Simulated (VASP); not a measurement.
# PbSe (Clausthalite) (Fm-3m) in VASP: settings compared

The runs below take PbSe (Clausthalite) through relaxation of cell and atoms, single point, with r2SCAN+rVV10, PBE.

Everything below comes from runs of VASP 6.6.1. Logs are shortened: lines on timing, memory, paths and dates and some standing lists are left out, and cuts for length are marked.

## 1. The cell of the first run

It takes space group Fm-3m (No. 225, cubic). Conventional cell: a = 6.132 Å, b = 6.132 Å, c = 6.132 Å, α = 90.00°, β = 90.00°, γ = 90.00°. Pb (site symmetry m-3m) has 6 Se at 3.07 Å within 4.0 Å. Within 4.0 Å of Se (site symmetry m-3m) lie 6 Pb at 3.07 Å.

## 2. Relaxation of cell and atoms, r2SCAN+rVV10

POSCAR

```
PbSe
1.0
    0.0000000000      3.0661043214      3.0661043214
    3.0661043214      0.0000000000      3.0661043214
    3.0661043214      3.0661043214      0.0000000000
Pb Se
1 1
Direct
    0.0000000000      0.0000000000      0.0000000000
    0.5000000000      0.5000000000      0.5000000000
```

INCAR.step1

```
SYSTEM = PbSe
ALGO = Normal
EDIFF = 1E-4
ENCUT = 600
GGA = PE
ISMEAR = -1
LASPH = .TRUE.
LCHARG = .FALSE.
LREAL = .FALSE.
LWAVE = .TRUE.
NELM = 100
PREC = Accurate
SIGMA = 0.02
```

INCAR.step2

```
SYSTEM = PbSe
ALGO = Normal
BPARAM = 11.95
CPARAM = 0.0093
EDIFF = 1E-6
EDIFFG = -0.005
ENCUT = 600
IBRION = 2
ISIF = 3
ISMEAR = -1
ISTART = 1
IVDW_NL = 2
LASPH = .TRUE.
LCHARG = .FALSE.
LMIXTAU = .TRUE.
LREAL = .FALSE.
LUSE_VDW = .TRUE.
LWAVE = .FALSE.
METAGGA = R2SCAN
NELM = 100
NSW = 80
PREC = Accurate
SIGMA = 0.02
```

KPOINTS

```
k-points
0
G
  6 6 6
  0 0 0
```

Potentials or basis: VASP PAW PBE potentials, release 64 (Pb_d, Se).

Run with:

```
$ cat potpaw_PBE.64/Pb_d/POTCAR potpaw_PBE.64/Se/POTCAR > POTCAR
$ cp INCAR.step1 INCAR
$ mpirun -np 1 vasp_std > vasp.out
$ cp INCAR.step2 INCAR
$ mpirun -np 1 vasp_std > vasp.out
```

OUTCAR:

```text
SYSTEM = PbSe
   BPARAM = 11.95
   EDIFF = 1E-6
   EDIFFG = -0.005
   ENCUT = 600
   IBRION = 2
   ISIF = 3
   ISMEAR = -1
   ISTART = 1
   IVDW_NL = 2
   LASPH = .TRUE.
   LREAL = .FALSE.
   METAGGA = R2SCAN
   NELM = 100
   NSW = 80
   PREC = Accurate

 ion  position               nearest neighbor table
   1  0.000  0.000  0.000-   2 3.07   2 3.07   2 3.07   2 3.07   2 3.07   2 3.07
   2  0.500  0.500  0.500-   1 3.07   1 3.07   1 3.07   1 3.07   1 3.07   1 3.07

  LATTYP: Found a face centered cubic cell.
 ALAT       =     6.1322086428

  Lattice vectors:

 A1 = (   0.0000000000,   3.0661043214,   3.0661043214)
 A2 = (   3.0661043214,   0.0000000000,   3.0661043214)
 A3 = (   3.0661043214,   3.0661043214,   0.0000000000)

Analysis of symmetry for initial positions (statically):
=====================================================================
 Subroutine PRICEL returns:
 Original cell was already a primitive cell.

 Routine SETGRP: Setting up the symmetry group for a
 face centered cubic supercell.

 Subroutine GETGRP returns: Found 48 space group operations
 (whereof 48 operations were pure point group operations)
 out of a pool of 48 trial point group operations.

The static configuration has the point symmetry O_h .

Analysis of symmetry for dynamics (positions and initial velocities):
=====================================================================
 Subroutine PRICEL returns:
 Original cell was already a primitive cell.

 Routine SETGRP: Setting up the symmetry group for a
 face centered cubic supercell.

 Subroutine GETGRP returns: Found 48 space group operations
 (whereof 48 operations were pure point group operations)
 out of a pool of 48 trial point group operations.

The dynamic configuration has the point symmetry O_h .

 Subroutine INISYM returns: Found 48 space group operations
 (whereof 48 operations are pure point group operations),
 and found     1 'primitive' translations

----------------------------------------------------------------------------------------

                                     Primitive cell

  volume of cell :      57.6489

  direct lattice vectors                    reciprocal lattice vectors
     0.000000000  3.066104321  3.066104321    -0.163073382  0.163073382  0.163073382
     3.066104321  0.000000000  3.066104321     0.163073382 -0.163073382  0.163073382
     3.066104321  3.066104321  0.000000000     0.163073382  0.163073382 -0.163073382

  length of vectors
     4.336126315  4.336126315  4.336126315     0.282451382  0.282451382  0.282451382

  position of ions in fractional coordinates (direct lattice)
     0.000000000  0.000000000  0.000000000
     0.500000000  0.500000000  0.500000000

  ion indices of the primitive-cell ions
   primitive index   ion index
                 1           1
                 2           2

----------------------------------------------------------------------------------------

 KPOINTS: k-points

Automatic generation of k-mesh.
 Grid dimensions read from file:
 generate k-points for:    6    6    6

 Generating k-lattice:

  Cartesian coordinates                     Fractional coordinates (reciprocal lattice)
    -0.027178897  0.027178897  0.027178897     0.166666667  0.000000000  0.000000000
     0.027178897 -0.027178897  0.027178897     0.000000000  0.166666667  0.000000000
     0.027178897  0.027178897 -0.027178897     0.000000000  0.000000000  0.166666667

  Length of vectors
     0.047075230  0.047075230  0.047075230

  Shift w.r.t. Gamma in fractional coordinates (k-lattice)
     0.000000000  0.000000000  0.000000000

 Subroutine IBZKPT returns following result:
 ===========================================

 Found     16 irreducible k-points:

 Following reciprocal coordinates:
            Coordinates               Weight
  0.000000  0.000000  0.000000      1.000000
  0.166667  0.000000  0.000000      8.000000
  0.333333  0.000000  0.000000      8.000000
  0.500000  0.000000  0.000000      4.000000
  0.166667  0.166667  0.000000      6.000000
  0.333333  0.166667  0.000000     24.000000
[... 8 lines left out ...]
 -0.333333  0.333333  0.166667     24.000000
 -0.333333  0.500000  0.166667     12.000000
   k-points           NKPTS =     16   k-points in BZ     NKDIM =     16   number of bands    NBANDS=     14
   number of dos      NEDOS =    301   number of ions     NIONS =      2
   total plane-waves  NPLWV =  46656
   dimension x,y,z NGX =    36 NGY =   36 NGZ =   36
   dimension x,y,z NGXF=    72 NGYF=   72 NGZF=   72
   ions per type =               1   1
   NGX,Y,Z   is equivalent  to a cutoff of  13.80, 13.80, 13.80 a.u.
   NGXF,Y,Z  is equivalent  to a cutoff of  27.60, 27.60, 27.60 a.u.
 SYSTEM =  PbSe
   PREC   = accura    normal or accurate (medium, high low for compatibility)
   ISTART =      1    job   : 0-new  1-cont  2-samecut
   ICHARG =      0    charge: 1-file 2-atom 10-const
   ISPIN  =      1    spin polarized calculation?
   LNONCOLLINEAR =      F non collinear calculations
   LSORBIT =      F    spin-orbit coupling
   LASPH  =      T    aspherical Exc in radial PAW
   ENCUT  =  600.0 eV  44.10 Ry    6.64 a.u.   8.66  8.66  8.66*2*pi/ulx,y,z
   NELM   =    100;   NELMIN=  2; NELMDL=  0     # of ELM steps
   EDIFF  = 0.1E-05   stopping-criterion for ELM
   LREAL  =      F    real-space projection
   EDIFFG = -.5E-02   stopping-criterion for IOM
   NSW    =     80    number of steps for IOM
   IBRION =      2    ionic relax: 0-MD 1-quasi-New 2-CG
   NFREE  =      1    steps in history (QN), initial steepest desc. (CG)
   ISIF   =      3    stress and relaxation
   ISYM   =      2    0-nonsym 1-usesym 2-fastsym
   POTIM  = 0.5000    time-step for ionic-motion
   TEBEG  =    0.0;   TEEND  =   0.0 temperature during run
   PSTRESS=    0.0 pullay stress
   NELECT =      20.0000    total number of electrons
   NUPDOWN=      -1.0000    fix difference up-down
   EMIN   =  10.00;   EMAX   =-10.00  energy-range for DOS
   EFERMI =   0.00;   METHOD = LEGACY
   ISMEAR =    -1;   SIGMA  =   0.02  broadening in eV -4-tet -1-fermi 0-gaus
   EFERMI_NEDOS =   21; number of points for ismear=-14 and -15
   IALGO  =     38    algorithm
   IMIX   =      4    mixing-type and parameters
     AMIX     =   0.40;   BMIX     =  1.00
     AMIX_MAG =   1.60;   BMIX_MAG =  1.00
  volume/ion in A,a.u.               =      28.82       194.52
  Fermi-wavevector in a.u.,A,eV,Ry     =   1.150327  2.173802 18.003933  1.323252
  Thomas-Fermi vector in A             =   2.286991
   LORBIT       =      0    0 simple, 1 ext, 2 COOP (PROOUT), +10 PAW based schemes
   METAGGA = R2SCAN    functional components
   LHFCALC =     F    Hartree Fock is set to
   AEXX    =    0.0000 exact exchange contribution
   IVDW_NL    =     2    kernel type
   BPARAM     =11.9500
   IVDW    =     0    specifies the selected vdW correction
   LEPSILON=     F    determine dielectric tensor
   LRPA    =     F    only Hartree local field effects (RPA)
 conjugate gradient relaxation of ions
 non-spin polarized calculation
  energy-cutoff  :      600.00
  volume of cell :       57.65
 maximum number of plane-waves:      1964
 NGX is ok and might be reduce to    36
   NGX = 17   NGY = 17   NGZ = 17

--------------------------------------- Ionic step        1  -------------------------------------------

 number of electron      20.0000001 magnetization

 Free energy of the ion-electron system (eV)
  ---------------------------------------------------
  ext. energy  EPLUGINS =         0.00000000
  ---------------------------------------------------
  free energy    TOTEN  =       -71.41623660 eV

  energy without entropy =      -71.41623658  energy(sigma->0) =      -71.41623659

------------------------ aborting loop because EDIFF is reached ----------------------------------------

  FORCE on cell =-STRESS in cart. coord.  units (eV):
  Direction    XX          YY          ZZ          XY          YZ          ZX
  --------------------------------------------------------------------------------------
  -------------------------------------------------------------------------------------
  Total        0.1489441      0.1489441      0.1489441      0.0000000      0.0000000      0.0000000
  in kB        4.1394547      4.1394547      4.1394547      0.0000000      0.0000000      0.0000000
  external PRESSURE =       4.1394547 kB  Pullay stress =       0.0000000 kB

 VOLUME and BASIS-vectors are now :
 -----------------------------------------------------------------------------
  energy-cutoff  :      600.00
  volume of cell :       57.65
      direct lattice vectors                 reciprocal lattice vectors
     0.000000000  3.066104321  3.066104321    -0.163073382  0.163073382  0.163073382
     3.066104321  0.000000000  3.066104321     0.163073382 -0.163073382  0.163073382
     3.066104321  3.066104321  0.000000000     0.163073382  0.163073382 -0.163073382

 POSITION                                       TOTAL-FORCE (eV/Angst)
 -----------------------------------------------------------------------------------
      0.00000      0.00000      0.00000         0.000000      0.000000      0.000000
      3.06610      3.06610      3.06610        -0.000000     -0.000000     -0.000000
 -----------------------------------------------------------------------------------
    total drift:                               -0.000000      0.000000      0.000000

  FREE ENERGIE OF THE ION-ELECTRON SYSTEM (eV)
  ---------------------------------------------------
  free  energy   TOTEN  =       -71.4162366006 eV
[... 17 lines left out ...]
 VOLUME and BASIS-vectors are now :
 -----------------------------------------------------------------------------
  energy-cutoff  :      600.00
  volume of cell :       58.27
      direct lattice vectors                 reciprocal lattice vectors
     0.000000000  3.077120005  3.077120005    -0.162489600  0.162489600  0.162489600
     3.077120005  0.000000000  3.077120005     0.162489600 -0.162489600  0.162489600
     3.077120005  3.077120005  0.000000000     0.162489600  0.162489600 -0.162489600

 POSITION                                       TOTAL-FORCE (eV/Angst)
 -----------------------------------------------------------------------------------
      0.00000      0.00000      0.00000         0.000000     -0.000000      0.000000
      3.07712      3.07712      3.07712        -0.000000      0.000000     -0.000000
 -----------------------------------------------------------------------------------
    total drift:                               -0.000000      0.000000      0.000000

  FREE ENERGIE OF THE ION-ELECTRON SYSTEM (eV)
  ---------------------------------------------------
  free  energy   TOTEN  =       -71.4166333951 eV

  energy  without entropy=      -71.4166333867  energy(sigma->0) =      -71.41663339

--------------------------------------- Ionic step        3  -------------------------------------------

 number of electron      20.0000002 magnetization

 Free energy of the ion-electron system (eV)
  ---------------------------------------------------
  ext. energy  EPLUGINS =         0.00000000
  ---------------------------------------------------
  free energy    TOTEN  =       -71.41675440 eV

  energy without entropy =      -71.41675438  energy(sigma->0) =      -71.41675439

 E-fermi :   5.0292     XC(G=0): -10.0592

 val. band max:        4.7384888076   @ k =   0.5000   0.0000   0.0000
 cond. band min:       5.3198664572   @ k =   0.5000   0.0000   0.0000
 fundamental gap:      0.5813776496
 Fermi energy:         5.0292081026

 k-point     1 :       0.0000    0.0000    0.0000
  band No.  band energies     occupation
      1     -12.6664      2.00000
      2     -12.6664      2.00000
      3     -12.6664      2.00000
      4     -12.6634      2.00000
      5     -12.6634      2.00000
      6      -9.3009      2.00000
      7      -1.6205      2.00000
      8       2.7745      2.00000
      9       2.7745      2.00000
     10       2.7745      2.00000
     11       9.7510      0.00000
     12       9.7510      0.00000
     13       9.7510      0.00000
     14      11.6886      0.00000

 k-point     2 :       0.1667    0.0000    0.0000
  band No.  band energies     occupation
      1     -12.6703      2.00000
      2     -12.6703      2.00000
      3     -12.6655      2.00000
      4     -12.6579      2.00000
      5     -12.6579      2.00000
      6      -9.0906      2.00000
      7      -2.3263      2.00000
      8       2.8495      2.00000
      9       2.8495      2.00000
     10       3.2776      2.00000
     11       8.1521      0.00000
     12       8.6773      0.00000
     13       8.6773      0.00000
     14      11.4487      0.00000
[... 249 lines left out ...]
 VOLUME and BASIS-vectors are now :
 -----------------------------------------------------------------------------
  energy-cutoff  :      600.00
  volume of cell :       58.06
      direct lattice vectors                 reciprocal lattice vectors
     0.000000000  3.073418996  3.073418996    -0.162685270  0.162685270  0.162685270
     3.073418996  0.000000000  3.073418996     0.162685270 -0.162685270  0.162685270
     3.073418996  3.073418996  0.000000000     0.162685270  0.162685270 -0.162685270

 POSITION                                       TOTAL-FORCE (eV/Angst)
 -----------------------------------------------------------------------------------
      0.00000      0.00000      0.00000        -0.000000     -0.000000     -0.000000
      3.07342      3.07342      3.07342         0.000000      0.000000      0.000000
 -----------------------------------------------------------------------------------
    total drift:                               -0.000000      0.000000      0.000000

  FREE ENERGIE OF THE ION-ELECTRON SYSTEM (eV)
  ---------------------------------------------------
  free  energy   TOTEN  =       -71.4167543959 eV

  energy  without entropy=      -71.4167543846  energy(sigma->0) =      -71.41675439

 reached required accuracy - stopping structural energy minimisation
```

Wall time 6.1 min (1 thread of AMD EPYC 9R45 (Zen 5), shared host); peak memory 0.36 GiB.

Results:

```
Free energy                            : -71.4168 eV
Relaxed volume                         : 29.03 Å³/atom
Relaxed cell                           : a = 4.346 Å, b = 4.346 Å, c = 4.346 Å, α = 60.00°, β = 60.00°, γ = 60.00°
Space group after relaxing (to 0.05 Å) : Fm-3m (No. 225)
Energy gained by relaxing              : 0.3 meV/atom
Ionic steps                            : 3
Pressure after relaxing                : 0.0 GPa
Band gap on the k mesh                 : 0.58 eV, direct
```

The path:
```tsv
step	energy change (eV)	largest force (eV/Å)	pressure (GPa)	volume (Å³)
1	0.0000	0.0000	0.41	57.65
2	-0.0004	0.0000	-0.19	58.27
3	-0.0005	0.0000	0.00	58.06
```

Final structure:
```
Pb Se
1.0
     0.00000    3.07342    3.07342
     3.07342    0.00000    3.07342
     3.07342    3.07342    0.00000
Pb Se
1 1
Cartesian
  0.0000 0.0000 0.0000
  3.0734 3.0734 3.0734
```

Levels at points of the mesh, in eV from the valence-band top:
```
           k point  band 7  band 8  band 9  band 10  band 11  band 12  band 13  band 14
(0.00, 0.00, 0.00)   -6.36   -1.96   -1.96    -1.96     5.01     5.01     5.01     6.95
(0.50, 0.00, 0.00)   -8.99   -1.56   -1.56     0.00     0.58     1.94     1.94     9.00
(0.50, 0.50, 0.00)   -7.51   -5.06   -3.31    -3.31     4.01     5.95     5.95     6.41
```

Caveat: the PAW data sets were made with another functional, which shifts forces and pressure a little; spin-orbit coupling is left out, which moves the levels of the heavy elements. A k mesh can miss the band edges.

[end of part 1 of 2]
